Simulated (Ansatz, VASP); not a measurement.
# Two plane-wave programs on Te5Pd

```
Te Pd
1.0
     0.00000    4.42745    4.42745
     4.42745    0.00000    4.42745
     4.42745    4.42745    0.00000
Te Pd
5 1
Direct
  0.37501 0.37501 0.87496
  0.37501 0.87496 0.37501
  0.87496 0.37501 0.37501
  0.37501 0.37501 0.37501
  0.75000 0.75000 0.75000
  0.00000 0.00000 0.00000
```

Change from the starting cell: species swapped into the Be5Au type (F-43m, No. 216).

Alike in both runs: functional PBE; k mesh 8 × 8 × 8; occupations gaussian, width 0.1 eV; no spin polarisation.

Ansatz relaxed the structure, and its values are those at the end. VASP's run is a single point on that final structure, the one shown.

|  | VASP | Ansatz |
| --- | --- | --- |
| version | VASP 6.6.1 | Ansatz 0.2.0 |
| potentials or method | VASP PAW PBE potentials, release 64 (Te, Pd), cutoff 520 eV | scalar-relativistic, plane waves, PAW |
| valence electrons in the cell | 40 | 98 |

|  | VASP | Ansatz | Ansatz less VASP |
| --- | --- | --- | --- |
| gap on the k mesh at the Fermi level (eV) | none | none | - |
| pressure (GPa) | -0.1 | 0.0 | +0.08 |

A gap of «none» marks a metal or a gap that the smearing closes. VASP's potentials hold 40 valence electrons a cell and Ansatz's 98, so a difference there can come from the potentials and not from the codes.

Spin-orbit coupling is off throughout.
